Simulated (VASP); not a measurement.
Input of a VASP 6.6.1 run:

Contents of INCAR:

```
SYSTEM = NiO
PREC = Accurate
ENCUT = 520
EDIFF = 1E-6
ISMEAR = 0
SIGMA = 0.15
LREAL = .False.
LASPH = .True.
NELM = 150
ALGO = Normal
ISIF = 2
LWAVE = .False.
LCHARG = .False.
ISPIN = 2
MAGMOM = 1.6 0.32
LORBIT = 11
LMAXMIX = 4
GGA = PE
NBANDS = 19
```

Contents of KPOINTS:

```
regular mesh
0
Gamma
  24 24 24
  0 0 0
```

File POSCAR:

```
NiO
1.0
    0.0000000000      2.1081898919      2.1081898919
    2.1081898919      0.0000000000      2.1081898919
    2.1081898919      2.1081898919      0.0000000000
Ni O
1 1
Direct
    0.0000000000      0.0000000000      0.0000000000
    0.5000000000      0.5000000000      0.5000000000
```

Potentials or basis: VASP PAW PBE potentials, release 64 (Ni, O).

Launch:

```sh
$ cat potpaw_PBE.64/Ni/POTCAR potpaw_PBE.64/O/POTCAR > POTCAR
$ mpirun -np 1 vasp_std > vasp.out
```

Problem. Estimate the pressure.

Solution. -0.6 GPa.

Problem. Estimate the net moment.

Solution. 1.76 μB per cell.

Problem. What does it give for the site moments?

Solution. Ni +1.45; O +0.27 μB.

Caveat: a cell with one magnetic atom can't hold antiferromagnetic order, which such compounds often take; semilocal functionals often make such compounds metallic where correlation or magnetic order opens a gap, which also shifts bond lengths.

**Experimental background.**

From “Local correlations, non-local screening, multiplets, and band formation in NiO”, 2012, arxiv:1210.6675, for a bulk crystal of NiO: band gap 4.3 eV.

A measured gap of NiO is 4.3 eV (quoted in “Local correlations, non-local screening, multiplets, and band formation in NiO”, 2012, arxiv:1210.6675); the calculated 0.00 eV misses it by -4.30 eV. So large a miss can be the level of theory's own, or it may mean another phase, state or a wrong row. The value is that of PBE on a finite k mesh, which can miss the band edges, without temperature or zero-point motion. Semilocal functionals fall short of measured gaps as a rule. The run's magnetic order (collinear spin, ferromagnetic start) needn't be the measured crystal's.
